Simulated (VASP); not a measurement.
Crystal: Pt.

```
Pt
1.0
     0.00000    1.96090    1.96090
     1.96090    0.00000    1.96090
     1.96090    1.96090    0.00000
Pt
1
Direct
  0.00000 0.00000 0.00000
```

```yaml
Program: VASP 6.6.1
Task: relaxation of cell and atoms
Functional: LDA
Potentials_or_basis: VASP PAW LDA potentials, release 64 (Pt)
Cutoff: 600 eV
k_mesh: 18 × 18 × 18
Occupations: gaussian, width 0.1 eV
Spin: no spin polarisation
```

At the start: pressure -5.5 GPa; volume 15.08 Å³/atom.

**Question.** Where does the relaxation end?

**Answer.** Over 4 steps the energy falls by 4.9 meV/atom and the volume is 14.80 Å³/atom (-1.9 %); space group Fm-3m (No. 225, to 0.05 Å).

The path:
```csv
step,energy change (eV),largest force (eV/Å),pressure (GPa),volume (Å³)
1,0.0000,0.0000,-5.46,15.08
2,0.0435,0.0000,20.22,13.98
3,-0.0049,0.0000,-0.13,14.81
4,-0.0049,0.0000,-0.01,14.80
```

Final structure:
```
Pt
1.0
     0.00000    1.94871    1.94871
     1.94871    0.00000    1.94871
     1.94871    1.94871    0.00000
Pt
1
Direct
  0.00000 0.00000 0.00000
```
